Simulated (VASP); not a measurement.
# CoO (Fm-3m) in VASP: a series of runs

Runs on CoO. Level: PBEsol. Tasks: relaxation of cell and atoms, single point.

Everything below comes from runs of VASP 6.6.1. Logs are shortened: lines on timing, memory, paths and dates and some standing lists are left out, and cuts for length are marked.

**1. The cell of the first run**

Symmetry: Fm-3m, No. 225, cubic system. The conventional cell has a = 4.263 Å, b = 4.263 Å, c = 4.263 Å, α = 90.00°, β = 90.00°, γ = 90.00°. Co (site symmetry m-3m) has 6 O at 2.13 Å within 2.8 Å. Within 2.8 Å of O (site symmetry m-3m) lie 6 Co at 2.13 Å.

**2. Relaxation of cell and atoms, PBEsol, collinear spin, ferromagnetic start**

Contents of INCAR:

```
PREC = Accurate ; ENCUT = 600
EDIFF = 1E-6 ; ISMEAR = 0
SIGMA = 0.1 ; LREAL = False
LASPH = True ; NELM = 150
ALGO = Normal ; ISIF = 3
LWAVE = False ; LCHARG = False
ISPIN = 2 ; MAGMOM = 2.74 0.37
LORBIT = 11 ; LMAXMIX = 4
GGA = PS ; IBRION = 2
NSW = 100 ; EDIFFG = -0.05
```

Contents of KPOINTS:

```
Automatic mesh
0
Gamma
  8 8 8
```

Contents of POSCAR:

```
CoO
1.0
    0.0000000000      2.1315000000      2.1315000000
    2.1315000000      0.0000000000      2.1315000000
    2.1315000000      2.1315000000      0.0000000000
Co O
1 1
Direct
    0.0000000000      0.0000000000      0.0000000000
    0.5000000000      0.5000000000      0.5000000000
```

Potentials or basis: VASP PAW PBE potentials, release 64 (Co, O).

Started as:

```bash
$ cat potpaw_PBE.64/Co/POTCAR potpaw_PBE.64/O/POTCAR > POTCAR
$ mpirun -np 1 vasp_std > vasp.out
```

OUTCAR:

```text
PREC = Accurate
   ENCUT = 600
   EDIFF = 1E-6
   ISMEAR = 0
   LREAL = False
   LASPH = True
   NELM = 150
   ISIF = 3
   ISPIN = 2
   LORBIT = 11
   GGA = PS
   IBRION = 2
   NSW = 100
   EDIFFG = -0.05

 ion  position               nearest neighbor table
   1  0.000  0.000  0.000-   2 2.13   2 2.13   2 2.13   2 2.13   2 2.13   2 2.13
   2  0.500  0.500  0.500-   1 2.13   1 2.13   1 2.13   1 2.13   1 2.13   1 2.13

  LATTYP: Found a face centered cubic cell.
 ALAT       =     4.2630000000

  Lattice vectors:

 A1 = (   0.0000000000,   2.1315000000,   2.1315000000)
 A2 = (   2.1315000000,   0.0000000000,   2.1315000000)
 A3 = (   2.1315000000,   2.1315000000,   0.0000000000)

Analysis of symmetry for initial positions (statically):
=====================================================================
 Subroutine PRICEL returns:
 Original cell was already a primitive cell.

 Routine SETGRP: Setting up the symmetry group for a
 face centered cubic supercell.

 Subroutine GETGRP returns: Found 48 space group operations
 (whereof 48 operations were pure point group operations)
 out of a pool of 48 trial point group operations.

The static configuration has the point symmetry O_h .

Analysis of symmetry for dynamics (positions and initial velocities):
=====================================================================
 Subroutine PRICEL returns:
 Original cell was already a primitive cell.

 Routine SETGRP: Setting up the symmetry group for a
 face centered cubic supercell.

 Subroutine GETGRP returns: Found 48 space group operations
 (whereof 48 operations were pure point group operations)
 out of a pool of 48 trial point group operations.

The dynamic configuration has the point symmetry O_h .

Analysis of structural, dynamic, and magnetic symmetry:
=====================================================================
 Subroutine PRICEL returns:
 Original cell was already a primitive cell.

 Routine SETGRP: Setting up the symmetry group for a
 face centered cubic supercell.

 Subroutine GETGRP returns: Found 48 space group operations
 (whereof 48 operations were pure point group operations)
 out of a pool of 48 trial point group operations.

The overall configuration has the point symmetry O_h .

 Subroutine INISYM returns: Found 48 space group operations
 (whereof 48 operations are pure point group operations),
 and found     1 'primitive' translations

----------------------------------------------------------------------------------------

                                     Primitive cell

  volume of cell :      19.3681

  direct lattice vectors                    reciprocal lattice vectors
     0.000000000  2.131500000  2.131500000    -0.234576589  0.234576589  0.234576589
     2.131500000  0.000000000  2.131500000     0.234576589 -0.234576589  0.234576589
     2.131500000  2.131500000  0.000000000     0.234576589  0.234576589 -0.234576589

  length of vectors
     3.014396208  3.014396208  3.014396208     0.406298571  0.406298571  0.406298571

  position of ions in fractional coordinates (direct lattice)
     0.000000000  0.000000000  0.000000000
     0.500000000  0.500000000  0.500000000

  ion indices of the primitive-cell ions
   primitive index   ion index
                 1           1
                 2           2

----------------------------------------------------------------------------------------

 KPOINTS: Automatic mesh

Automatic generation of k-mesh.
 Grid dimensions read from file:
 generate k-points for:    8    8    8

 Generating k-lattice:

  Cartesian coordinates                     Fractional coordinates (reciprocal lattice)
    -0.029322074  0.029322074  0.029322074     0.125000000  0.000000000  0.000000000
     0.029322074 -0.029322074  0.029322074     0.000000000  0.125000000  0.000000000
     0.029322074  0.029322074 -0.029322074     0.000000000  0.000000000  0.125000000

  Length of vectors
     0.050787321  0.050787321  0.050787321

  Shift w.r.t. Gamma in fractional coordinates (k-lattice)
     0.000000000  0.000000000  0.000000000

 Subroutine IBZKPT returns following result:
 ===========================================

 Found     29 irreducible k-points:

 Following reciprocal coordinates:
            Coordinates               Weight
  0.000000  0.000000  0.000000      1.000000
  0.125000  0.000000  0.000000      8.000000
  0.250000  0.000000  0.000000      8.000000
  0.375000  0.000000  0.000000      8.000000
  0.500000  0.000000  0.000000      4.000000
  0.125000  0.125000  0.000000      6.000000
[... 16 lines left out ...]
  0.500000  0.250000  0.125000     48.000000
 -0.375000  0.250000  0.125000     24.000000
 [... further k-points ...]
   k-points           NKPTS =     29   k-points in BZ     NKDIM =     29   number of bands    NBANDS=     13
   number of dos      NEDOS =    301   number of ions     NIONS =      2
   total plane-waves  NPLWV =  13824
   dimension x,y,z NGX =    24 NGY =   24 NGZ =   24
   dimension x,y,z NGXF=    48 NGYF=   48 NGZF=   48
   ions per type =               1   1
   NGX,Y,Z   is equivalent  to a cutoff of  13.24, 13.24, 13.24 a.u.
   NGXF,Y,Z  is equivalent  to a cutoff of  26.47, 26.47, 26.47 a.u.
 SYSTEM =  unknown system
   PREC   = accura    normal or accurate (medium, high low for compatibility)
   ISTART =      0    job   : 0-new  1-cont  2-samecut
   ICHARG =      2    charge: 1-file 2-atom 10-const
   ISPIN  =      2    spin polarized calculation?
   LNONCOLLINEAR =      F non collinear calculations
   LSORBIT =      F    spin-orbit coupling
   LASPH  =      T    aspherical Exc in radial PAW
   ENCUT  =  600.0 eV  44.10 Ry    6.64 a.u.   6.02  6.02  6.02*2*pi/ulx,y,z
   NELM   =    150;   NELMIN=  2; NELMDL= -5     # of ELM steps
   EDIFF  = 0.1E-05   stopping-criterion for ELM
   LREAL  =      F    real-space projection
   EDIFFG = -.5E-01   stopping-criterion for IOM
   NSW    =    100    number of steps for IOM
   IBRION =      2    ionic relax: 0-MD 1-quasi-New 2-CG
   NFREE  =      1    steps in history (QN), initial steepest desc. (CG)
   ISIF   =      3    stress and relaxation
   ISYM   =      2    0-nonsym 1-usesym 2-fastsym
   POTIM  = 0.5000    time-step for ionic-motion
   TEBEG  =    0.0;   TEEND  =   0.0 temperature during run
   PSTRESS=    0.0 pullay stress
   NELECT =      15.0000    total number of electrons
   NUPDOWN=      -1.0000    fix difference up-down
   EMIN   =  10.00;   EMAX   =-10.00  energy-range for DOS
   EFERMI =   0.00;   METHOD = LEGACY
   ISMEAR =     0;   SIGMA  =   0.10  broadening in eV -4-tet -1-fermi 0-gaus
   EFERMI_NEDOS =   21; number of points for ismear=-14 and -15
   IALGO  =     38    algorithm
   IMIX   =      4    mixing-type and parameters
     AMIX     =   0.40;   BMIX     =  1.00
     AMIX_MAG =   1.60;   BMIX_MAG =  1.00
  volume/ion in A,a.u.               =       9.68        65.35
  Fermi-wavevector in a.u.,A,eV,Ry     =   1.503407  2.841027 30.752334  2.260233
  Thomas-Fermi vector in A             =   2.614521
   LORBIT       =     11    0 simple, 1 ext, 2 COOP (PROOUT), +10 PAW based schemes
   GGA     = PS    functional components
   LHFCALC =     F    Hartree Fock is set to
   AEXX    =    0.0000 exact exchange contribution
   IVDW    =     0    specifies the selected vdW correction
   LEPSILON=     F    determine dielectric tensor
   LRPA    =     F    only Hartree local field effects (RPA)
 conjugate gradient relaxation of ions
 spin polarized calculation
 Gauss-broadening in eV      SIGMA  =   0.10
  energy-cutoff  :      600.00
  volume of cell :       19.37
 maximum number of plane-waves:       660
   NGX = 13   NGY = 13   NGZ = 13

--------------------------------------- Ionic step        1  -------------------------------------------

 number of electron      15.0000007 magnetization       2.9120087

 Free energy of the ion-electron system (eV)
  ---------------------------------------------------
  ext. energy  EPLUGINS =         0.00000000
  ---------------------------------------------------
  free energy    TOTEN  =       -13.95413595 eV

  energy without entropy =      -13.93255826  energy(sigma->0) =      -13.94334711

------------------------ aborting loop because EDIFF is reached ----------------------------------------

  FORCE on cell =-STRESS in cart. coord.  units (eV):
  Direction    XX          YY          ZZ          XY          YZ          ZX
  --------------------------------------------------------------------------------------
  -------------------------------------------------------------------------------------
  Total       -1.4260854     -1.4260854     -1.4260854      0.0000000      0.0000000     -0.0000000
  in kB     -117.9696014   -117.9696014   -117.9696014      0.0000000      0.0000000     -0.0000000
  external PRESSURE =    -117.9696014 kB  Pullay stress =       0.0000000 kB
[... 57 lines left out ...]
  energy  without entropy=      -13.9712060377  energy(sigma->0) =      -13.98101387

--------------------------------------- Ionic step        3  -------------------------------------------

 number of electron      14.9999998 magnetization       2.7979564

 Free energy of the ion-electron system (eV)
  ---------------------------------------------------
  ext. energy  EPLUGINS =         0.00000000
  ---------------------------------------------------
  free energy    TOTEN  =       -14.00545183 eV

  energy without entropy =      -13.98685243  energy(sigma->0) =      -13.99615213

 E-fermi :   8.7938     XC(G=0): -13.0522

 val. band max:        8.7782482052   @ k =  -0.3750   0.3750   0.0000
 cond. band min:       8.7977339233   @ k =   0.3750   0.2500   0.0000
 fundamental gap:      0.0194857182
 Fermi energy:         8.7937702906

 spin component 1

 k-point     1 :       0.0000    0.0000    0.0000
  band No.  band energies     occupation
      1     -12.0745      1.00000
      2       5.2721      1.00000
      3       5.2721      1.00000
      4       5.2721      1.00000
      5       5.5098      1.00000
      6       5.5098      1.00000
      7       5.5928      1.00000
      8       5.5928      1.00000
      9       5.5928      1.00000
     10      10.0134      0.00000
     11      25.5676      0.00000
     12      27.2523      0.00000
     13      27.2523      0.00000
[... 353 lines left out ...]
 k-point    24 :      -0.3750    0.2500    0.1250
  band No.  band energies     occupation
      1     -10.5670      1.00000
      2       0.6587      1.00000
      3       2.1660      1.00000
      4       2.4676      1.00000
      5       6.2163      1.00000
      6       6.4486      1.00000
      7       6.8905      1.00000
      8       7.7247      1.00000
      9       8.4208      1.00000
     10      16.1146      0.00000
     11      18.0412      0.00000
     12      20.0975      0.00000
     13      23.1768      0.00000

 [... further k-points ...]

 spin component 2

 k-point     1 :       0.0000    0.0000    0.0000
  band No.  band energies     occupation
      1     -11.5759      1.00000
      2       5.8418      1.00000
      3       5.8418      1.00000
      4       5.8418      1.00000
      5       7.5357      1.00000
      6       7.5357      1.00000
      7       7.5357      1.00000
      8       8.5429      0.99981
      9       8.5429      0.99981
     10      10.5505      0.00000
     11      25.5288      0.00000
     12      27.8101      0.00000
     13      27.8102      0.00000
[... 397 lines left out ...]
  FREE ENERGIE OF THE ION-ELECTRON SYSTEM (eV)
  ---------------------------------------------------
  free  energy   TOTEN  =       -14.0054518344 eV

  energy  without entropy=      -13.9868524303  energy(sigma->0) =      -13.99615213

 reached required accuracy - stopping structural energy minimisation

 total charge

# of ion       s       p       d       tot
------------------------------------------
    1        0.316   0.408   7.204   7.928
    2        1.548   3.431   0.000   4.979
--------------------------------------------------
tot          1.864   3.840   7.204  12.907

 magnetization (x)

# of ion       s       p       d       tot
------------------------------------------
    1        0.021   0.019   2.422   2.462
    2        0.031   0.257   0.000   0.288
--------------------------------------------------
tot          0.052   0.276   2.422   2.750
```

Run time: 46 s. Hardware: 1 thread of Intel Xeon Platinum 8259CL at 2.50GHz (Skylake/Cascade Lake), shared host; peak memory 0.16 GiB.

What came out:

```
Free energy                                           : -14.0055 eV
Relaxed volume                                        : 9.03 Å³/atom
Relaxed cell                                          : a = 2.945 Å, b = 2.945 Å, c = 2.945 Å, α = 60.00°, β = 60.00°, γ = 60.00°
Space group after relaxing (to 0.05 Å)                : Fm-3m (No. 225)
Energy gained by relaxing                             : 25.7 meV/atom
Ionic steps                                           : 3
Pressure after relaxing                               : 0.2 GPa
Net moment                                            : 2.80 μB per cell
Site moments                                          : Co +2.46; O +0.29 μB
Valence electrons inside the program's atomic spheres : Co 7.93; O 4.98
```

The path:
| step | energy change (eV) | largest force (eV/Å) | pressure (GPa) | volume (Å³) |
| --- | --- | --- | --- | --- |
| 1 | 0.0000 | 0.0000 | -11.80 | 19.37 |
| 2 | -0.0367 | 0.0000 | 7.10 | 17.44 |
| 3 | -0.0513 | 0.0000 | 0.23 | 18.07 |

Final structure:
```xyz
2
Lattice="0.0000 2.0827 2.0827 2.0827 0.0000 2.0827 2.0827 2.0827 0.0000" Properties=species:S:1:pos:R:3 pbc="T T T"
Co    0.0000    0.0000    0.0000
O     2.0827    2.0827    2.0827
```

Caveat: the PAW data sets were made with another functional, which shifts forces and pressure a little; a cell with one magnetic atom can't hold antiferromagnetic order, which such compounds often take; semilocal functionals often make such compounds metallic where correlation or magnetic order opens a gap, which also shifts bond lengths. With open d or f shells a metallic result of PBEsol can be an artefact of self-interaction; +U or a hybrid may open a gap.

**3. Single point, PBEsol, collinear spin, ferromagnetic start**

This run uses another cell than the first one, of 9.04 Å³/atom, 0.934 times its volume.

Contents of INCAR:

```
SYSTEM = CoO
PREC = Accurate ; ENCUT = 520
EDIFF = 1E-6 ; ISMEAR = 0
SIGMA = 0.15 ; LREAL = .False.
LASPH = .True. ; NELM = 150
ALGO = Normal ; ISIF = 2
LWAVE = .False. ; LCHARG = .False.
ISPIN = 2 ; MAGMOM = 2.57 0.32
LORBIT = 11 ; LMAXMIX = 4
GGA = PS ; NBANDS = 18
```

Contents of KPOINTS:

```
Automatic mesh
0
Gamma
  24 24 24
  0 0 0
```

Contents of POSCAR:

```
CoO
1.0
    0.0000000000      2.0834561500      2.0834561500
    2.0834561500      0.0000000000      2.0834561500
    2.0834561500      2.0834561500      0.0000000000
Co O
1 1
Direct
    0.0000000000      0.0000000000      0.0000000000
    0.5000000000      0.5000000000      0.5000000000
```

Potentials or basis: VASP PAW PBE potentials, release 64 (Co, O).

Started as:

```bash
$ cat potpaw_PBE.64/Co/POTCAR potpaw_PBE.64/O/POTCAR > POTCAR
$ mpirun -np 1 vasp_std > vasp.out
```

Run time: 3.1 min. Hardware: 1 thread of Intel Xeon Platinum 8259CL at 2.50GHz (Skylake/Cascade Lake), shared host; peak memory 0.33 GiB.

Results (log left out):

| Property | Result |
| --- | --- |
| Free energy | -14.0118 eV |
| Pressure | -0.8 GPa |
| Net moment | 2.69 μB per cell |
| Site moments | Co +2.38; O +0.26 μB |
| Valence electrons inside the program's atomic spheres | Co 7.93; O 4.98 |

Levels at points of the mesh, in eV from the Fermi level:
Spin up:
```
           k point  band 6  band 7  band 8  band 9  band 10  band 11  band 12  band 13
(0.00, 0.00, 0.00)   -3.22   -3.13   -3.13   -3.13     1.21    16.77    18.46    18.46
(0.50, 0.00, 0.00)   -2.27   -1.71    0.31    0.31     5.00     9.82    13.68    13.68
(0.50, 0.50, 0.00)   -2.81   -2.17   -1.95   -1.95     6.17    10.04    11.81    16.33
```
Spin down:
```
           k point  band 3  band 4  band 5  band 6  band 7  band 8  band 9  band 10
(0.00, 0.00, 0.00)   -3.02   -3.02   -1.26   -1.26   -1.26   -0.26   -0.26     1.72
(0.50, 0.00, 0.00)   -5.28   -5.28   -0.16   -0.16    0.17    2.67    2.67     5.28
(0.50, 0.50, 0.00)   -4.36   -4.36   -2.57    0.15    0.15    0.27    0.87     6.96
```

Caveat: the PAW data sets were made with another functional, which shifts forces and pressure a little; a cell with one magnetic atom can't hold antiferromagnetic order, which such compounds often take; semilocal functionals often make such compounds metallic where correlation or magnetic order opens a gap, which also shifts bond lengths. With open d or f shells a metallic result of PBEsol can be an artefact of self-interaction; +U or a hybrid may open a gap.

**4. Single point, PBEsol, collinear spin, ferromagnetic start**

Contents of INCAR:

```
SYSTEM = CoO
PREC = Accurate ; ENCUT = 600
EDIFF = 1E-6 ; ISMEAR = 0
SIGMA = 0.1 ; LREAL = .FALSE.
LASPH = .TRUE. ; NELM = 200
ALGO = Normal ; ISIF = 2
LWAVE = .FALSE. ; LCHARG = .FALSE.
ISPIN = 2 ; MAGMOM = 2.57 0.32
LORBIT = 11 ; LMAXMIX = 4
GGA = PS ; NBANDS = 18
GGA_COMPAT = .FALSE.
```

Contents of KPOINTS:

```
regular mesh
0
G
  16 16 16
  0 0 0
```

Contents of POSCAR:

```
CoO
1.0
    0.0000000000      2.1315000000      2.1315000000
    2.1315000000      0.0000000000      2.1315000000
    2.1315000000      2.1315000000      0.0000000000
Co O
1 1
Direct
    0.0000000000      0.0000000000      0.0000000000
    0.5000000000      0.5000000000      0.5000000000
```

Started as:

```bash
$ cat potpaw_PBE.64/Co/POTCAR potpaw_PBE.64/O/POTCAR > POTCAR
$ mpirun -np 1 vasp_std > vasp.out
```

It took 2 min on 1 thread of AMD EPYC 9R14 (Zen 4), shared host; peak memory 0.19 GiB.

It converged, with:

```
Free energy                                           : -13.9529 eV
Pressure                                              : -11.4 GPa
Net moment                                            : 2.96 μB per cell
Site moments                                          : Co +2.58; O +0.32 μB
Valence electrons inside the program's atomic spheres : Co 7.80; O 4.95
```

Levels at points of the mesh, in eV from the Fermi level:
Spin up:
```tsv
k point	band 5	band 6	band 7	band 8	band 9	band 10	band 11	band 12	band 13	band 14
(0.00, 0.00, 0.00)	-3.21	-3.21	-3.16	-3.16	-3.16	0.83	16.56	17.89	17.89	17.89
(0.50, 0.00, 0.00)	-2.43	-2.43	-1.88	0.06	0.06	4.85	9.16	13.20	13.20	20.20
(0.50, 0.50, 0.00)	-4.02	-2.95	-2.44	-2.15	-2.15	5.67	9.61	11.44	15.52	15.52
```
Spin down:
| k point | band 3 | band 4 | band 5 | band 6 | band 7 | band 8 | band 9 | band 10 |
| --- | --- | --- | --- | --- | --- | --- | --- | --- |
| (0.00, 0.00, 0.00) | -2.58 | -2.58 | -1.10 | -1.10 | -1.10 | -0.13 | -0.13 | 1.39 |
| (0.50, 0.00, 0.00) | -4.69 | -4.69 | -0.12 | -0.12 | 0.19 | 2.56 | 2.56 | 5.16 |
| (0.50, 0.50, 0.00) | -3.85 | -3.85 | -2.25 | 0.15 | 0.15 | 0.34 | 0.81 | 6.51 |

Caveat: the PAW data sets were made with another functional, which shifts forces and pressure a little; a cell with one magnetic atom can't hold antiferromagnetic order, which such compounds often take; semilocal functionals often make such compounds metallic where correlation or magnetic order opens a gap, which also shifts bond lengths.

(Part 1 of 2 ends here.)
